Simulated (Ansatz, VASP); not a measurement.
## InGa2P3 in VASP and in Ansatz

```
In Ga P
1.0
    -1.99426    1.99426    8.53460
     1.99426   -1.99426    8.53460
     1.99426    1.99426   -8.53460
In Ga P
1 2 3
Direct
  0.00000 0.00000 0.00000
  0.67087 0.67087 0.00000
  0.32913 0.32913 0.00000
  0.90741 0.40741 0.50000
  0.25000 0.75000 0.50000
  0.59259 0.09259 0.50000
```

Alike in both runs: functional PBE; k mesh 10 × 10 × 10; occupations gaussian, width 0.02 eV; no spin polarisation.

Ansatz relaxed the structure, and its values are those at the end. VASP's run is a single point on that final structure, the one shown.

```csv
,VASP,Ansatz
version,VASP 6.6.1,Ansatz 0.2.0
potentials or method,"VASP PAW PBE potentials, release 64 (In_d, Ga_d, P), cutoff 520 eV","scalar-relativistic, plane waves, PAW"
valence electrons in the cell,54,54
```

Ansatz gave:

- gap on the k mesh at the Fermi level (eV): 0.99
- least direct gap on the mesh (eV): 0.99
- pressure (GPa): 0.0

**Question.** Which values does VASP return?

**Answer.** gap on the k mesh at the Fermi level (eV): 0.98; least direct gap on the mesh (eV): 0.98; pressure (GPa): 0.0.

With one functional, cell and mesh, what is left measures potentials, basis and numerics.
